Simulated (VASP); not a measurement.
A run of VASP 6.6.1:

File INCAR:

```
SYSTEM = Ir
  PREC = Accurate
  ENCUT = 520
  EDIFF = 1E-7
  ISMEAR = 0
  SIGMA = 0.15
  LREAL = .False.
  LASPH = .True.
  NELM = 60
  ALGO = Fast
  ISIF = 2
  LWAVE = .False.
  LCHARG = .True.
  GGA = PS
  LELF = .True.
  LVHAR = .True.
  NBANDS = 10
```

Contents of KPOINTS:

```
Automatic mesh
0
Gamma
  24 24 24
  0 0 0
```

Contents of POSCAR:

```
Ir
1.0
    0.0000000000      1.8887316814      1.9831682655
    1.8887316814      0.0000000000      1.9831682655
    1.8887316814      1.8887316814      0.0000000000
Ir
1
Direct
    0.0000000000      0.0000000000      0.0000000000
```

Potentials or basis: VASP PAW PBE potentials, release 64 (Ir).

Run with:

```console
$ cat potpaw_PBE.64/Ir/POTCAR > POTCAR
$ mpirun -np 1 vasp_std > vasp.out
```

Hardware: 1 thread of AMD EPYC 9R45 (Zen 5), with other jobs on the host.

Question: Estimate the wall time of this run.

Answer: It took 3.4 min on 1 thread of AMD EPYC 9R45 (Zen 5), on a shared host, peak memory 0.22 GiB. Counts: scf iterations 19, k points 1063.
